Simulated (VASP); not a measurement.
# Ge (P6_3/mmc) in VASP: notebook, part 2 of 2

VASP 6.6.1. Earlier steps stand in the parts before.

## 3. Relaxation of cell and atoms, LDA

Contents of INCAR:

```
ALGO     = Normal         # electronic algorithm
EDIFF    = 1E-6           # SCF threshold, eV
EDIFFG   = -0.005         # ionic threshold
ENCUT    = 600            # plane-wave cutoff, eV
IBRION   = 2              # ionic algorithm
ISIF     = 3              # what is computed and relaxed
ISMEAR   = -1             # smearing method
LASPH    = T              # aspherical terms in the spheres
LCHARG   = F              # write CHGCAR
LREAL    = F              # projectors in reciprocal space
LWAVE    = F              # write WAVECAR
NELM     = 100            # most SCF steps
NSW      = 80             # ionic steps
PREC     = Accurate       # precision mode
SIGMA    = 0.02           # smearing width, eV
```

Contents of KPOINTS:

```
k-points
0
Gamma
  6 6 4
```

Contents of POSCAR:

```
Ge
1.0
    4.0661514156      0.0000000000      0.0000000000
   -2.0330757078      3.5213904215      0.0000000000
    0.0000000000      0.0000000000      6.6803232577
Ge
4
Direct
    0.6666666667      0.3333333333      0.0625854482
    0.3333333333      0.6666666667      0.5625854482
    0.6666666667      0.3333333333      0.4374145518
    0.3333333333      0.6666666667      0.9374145518
```

Potentials or basis: VASP PAW LDA potentials, release 64 (Ge_d).

Run with:

```sh
cat potpaw_LDA.64/Ge_d/POTCAR > POTCAR
mpirun -np 1 vasp_std > vasp.out
```

OUTCAR:

```text
EDIFF = 1E-6
   EDIFFG = -0.005
   ENCUT = 600
   IBRION = 2
   ISIF = 3
   ISMEAR = -1
   LASPH = T
   LREAL = F
   NELM = 100
   NSW = 80
   PREC = Accurate

 ion  position               nearest neighbor table
   1  0.667  0.333  0.063-   4 2.49   4 2.49   4 2.49   3 2.50
   2  0.333  0.667  0.563-   3 2.49   3 2.49   3 2.49   4 2.50
   3  0.667  0.333  0.437-   2 2.49   2 2.49   2 2.49   1 2.50
   4  0.333  0.667  0.937-   1 2.49   1 2.49   1 2.49   2 2.50

  LATTYP: Found a hexagonal cell.
 ALAT       =     4.0661514156
 C/A-ratio  =     1.6429105990

  Lattice vectors:

 A1 = (   4.0661514156,   0.0000000000,   0.0000000000)
 A2 = (  -2.0330757078,   3.5213904215,   0.0000000000)
 A3 = (   0.0000000000,   0.0000000000,   6.6803232577)

Analysis of symmetry for initial positions (statically):
=====================================================================
 Subroutine PRICEL returns:
 Original cell was already a primitive cell.

 Routine SETGRP: Setting up the symmetry group for a
 hexagonal supercell.

 Subroutine GETGRP returns: Found 24 space group operations
 (whereof 12 operations were pure point group operations)
 out of a pool of 24 trial point group operations.

The static configuration has the point symmetry D_3d.
 The point group associated with its full space group is D_6h.

Analysis of symmetry for dynamics (positions and initial velocities):
=====================================================================
[... 158 lines left out ...]

  energy without entropy =      -20.58147214  energy(sigma->0) =      -20.58177896

 E-fermi :   4.0952     XC(G=0): -10.0269

 val. band max:        4.0165488621   @ k =   0.0000   0.0000   0.2500
 cond. band min:       4.0988433092   @ k =   0.0000   0.0000   0.2500
 fundamental gap:      0.0822944471
 Fermi energy:         4.0952425194

 k-point     1 :       0.0000    0.0000    0.0000
  band No.  band energies     occupation
      1     -20.6914      2.00000
      2     -20.6914      2.00000
      3     -20.6625      2.00000
      4     -20.6576      2.00000
      5     -20.6576      2.00000
      6     -20.6483      2.00000
[... 852 lines left out ...]
  FREE ENERGIE OF THE ION-ELECTRON SYSTEM (eV)
  ---------------------------------------------------
  free  energy   TOTEN  =       -20.6782677259 eV

  energy  without entropy=      -20.6778242509  energy(sigma->0) =      -20.67804599

[... ionic steps 4 to 11 ...]

--------------------------------------- Ionic step       12  -------------------------------------------

 number of electron      55.9999994 magnetization

------------------------ aborting loop because EDIFF is reached ----------------------------------------
[... 71 lines left out ...]
--------------------------------------- Ionic step       14  -------------------------------------------

 number of electron      55.9999994 magnetization

 Free energy of the ion-electron system (eV)
  ---------------------------------------------------
  ext. energy  EPLUGINS =         0.00000000
  ---------------------------------------------------
  free energy    TOTEN  =       -20.67835790 eV

  energy without entropy =      -20.67792529  energy(sigma->0) =      -20.67814160

 E-fermi :   4.9684     XC(G=0): -10.3696

 val. band max:        4.8314780400   @ k =   0.0000   0.0000   0.0000
 cond. band min:       4.9695356138   @ k =   0.0000   0.0000   0.2500
 fundamental gap:      0.1380575737
 Fermi energy:         4.9684016677

 k-point     1 :       0.0000    0.0000    0.0000
  band No.  band energies     occupation
      1     -20.0994      2.00000
      2     -20.0994      2.00000
      3     -20.0640      2.00000
      4     -20.0583      2.00000
      5     -20.0583      2.00000
      6     -20.0465      2.00000
[... 776 lines left out ...]
  FREE ENERGIE OF THE ION-ELECTRON SYSTEM (eV)
  ---------------------------------------------------
  free  energy   TOTEN  =       -20.6783579041 eV

  energy  without entropy=      -20.6779252874  energy(sigma->0) =      -20.67814160

 reached required accuracy - stopping structural energy minimisation
```

OSZICAR:

```text
N       E                     dE             d eps       ncg     rms          rms(c)
DAV:   1     0.519264758780E+03    0.51926E+03   -0.31620E+04  1570   0.491E+03
DAV:   2     0.680571531865E+02   -0.45121E+03   -0.44430E+03  1386   0.901E+02
DAV:   3    -0.163329355015E+02   -0.84390E+02   -0.83833E+02  1603   0.226E+02
[... 96 lines left out ...]
DAV:   1    -0.206798039815E+02   -0.15147E-02   -0.21414E-02  1914   0.235E+00    0.225E-01
DAV:   2    -0.206787339000E+02    0.10701E-02   -0.19089E-03  1792   0.678E-01    0.113E-01
DAV:   3    -0.206783807192E+02    0.35318E-03   -0.66383E-04  1813   0.360E-01    0.271E-02
DAV:   4    -0.206783585900E+02    0.22129E-04   -0.93185E-05  1669   0.143E-01    0.103E-02
DAV:   5    -0.206783579041E+02    0.68582E-06   -0.43996E-06  1468   0.227E-02
  14 F= -.20678358E+02 E0= -.20678142E+02  d E =-.249629E-06
```

CONTCAR:

```text
Ge
   1.00000000000000
     3.9707392336199319   -0.0000000000000000    0.0000000000000000
    -1.9853696168099659    3.4387610480778252    0.0000000000000000
    -0.0000000000000000    0.0000000000000000    6.5111438807328339
  Ge
     4
Direct
     0.6666666667000030    0.3333333332999970    0.0624300202091889
     0.3333333332999970    0.6666666667000030    0.5624300202091889
     0.6666666667000030    0.3333333332999970    0.4375699797908110
     0.3333333332999970    0.6666666667000030    0.9375699797908111

  0.00000000E+00  0.00000000E+00  0.00000000E+00
  0.00000000E+00  0.00000000E+00  0.00000000E+00
  0.00000000E+00  0.00000000E+00  0.00000000E+00
  0.00000000E+00  0.00000000E+00  0.00000000E+00
```

It took 2.6 min on 1 thread of Intel Xeon 6975P-C (Granite Rapids), shared host; peak memory 0.22 GiB.

Results:

| Property | Result |
| --- | --- |
| Free energy | -20.6784 eV |
| Relaxed volume | 22.23 Å³/atom |
| Relaxed cell | a = 3.971 Å, b = 3.971 Å, c = 6.511 Å, α = 90.00°, β = 90.00°, γ = 120.00° |
| Space group after relaxing (to 0.1 Å) | P6_3/mmc (No. 194) |
| Energy gained by relaxing | 24.1 meV/atom |
| Ionic steps | 14 |
| Pressure after relaxing | 0.0 GPa |
| Largest force after relaxing | 0.004 eV/Å |
| Band gap on the k mesh | zero (bands 28 and 29 overlap by 0.08 eV) |

Forces in eV/Å, atoms in the order of the input:
```
Ge   0.000  0.000  0.004
Ge   0.000  0.000  0.004
Ge   0.000  0.000 -0.004
Ge   0.000  0.000 -0.004
```

Step by step:
```
step  energy change (eV)  largest force (eV/Å)  pressure (GPa)  volume (Å³)
   1              0.0000                0.0492           -4.22        95.65
   2             -0.0886                0.0438            1.50        87.19
   3             -0.0962                0.0279            0.08        88.92
   4             -0.0961                0.0260           -0.25        89.05
   5             -0.0962                0.0177           -0.17        89.02
   6             -0.0962                0.0004           -0.14        89.03
   7             -0.0963                0.0084            0.05        88.81
   8             -0.0963                0.0021           -0.06        88.89
   9             -0.0963                0.0063            0.03        88.85
  10             -0.0963                0.0039           -0.02        88.87
  11             -0.0963                0.0056           -0.02        88.86
  12             -0.0963                0.0065            0.12        88.86
  13             -0.0962                0.0045           -0.14        89.04
  14             -0.0963                0.0044            0.00        88.91
```

Final structure:
```
Ge
1.0
     3.97074    0.00000    0.00000
    -1.98537    3.43876    0.00000
     0.00000    0.00000    6.51114
Ge
4
Cartesian
  1.9854 1.1463 0.4065
  0.0000 2.2925 3.6621
  1.9854 1.1463 2.8491
  0.0000 2.2925 6.1047
```

Levels at points of the mesh, in eV from the Fermi level:
| k point | band 24 | band 25 | band 26 | band 27 | band 28 | band 29 | band 30 | band 31 | band 32 | band 33 |
| --- | --- | --- | --- | --- | --- | --- | --- | --- | --- | --- |
| (0.00, 0.00, 0.00) | -1.57 | -1.57 | -0.21 | -0.14 | 0.08 | 0.10 | 0.10 | 2.20 | 2.20 | 2.77 |
| (0.50, 0.00, 0.00) | -6.85 | -4.73 | -3.19 | -2.93 | -1.50 | 0.38 | 1.65 | 3.52 | 3.69 | 4.40 |
| (0.00, 0.00, 0.50) | -4.86 | -0.92 | -0.92 | -0.92 | -0.92 | 0.60 | 0.60 | 3.33 | 3.33 | 3.33 |
| (0.50, 0.00, 0.50) | -8.02 | -2.60 | -2.60 | -2.51 | -2.51 | 0.46 | 0.46 | 2.04 | 2.04 | 6.17 |

Caveat: semilocal functionals underestimate gaps, and a narrow one can read as zero.

The gap in the log of VASP goes by the Fermi energy; the results here count the filled bands.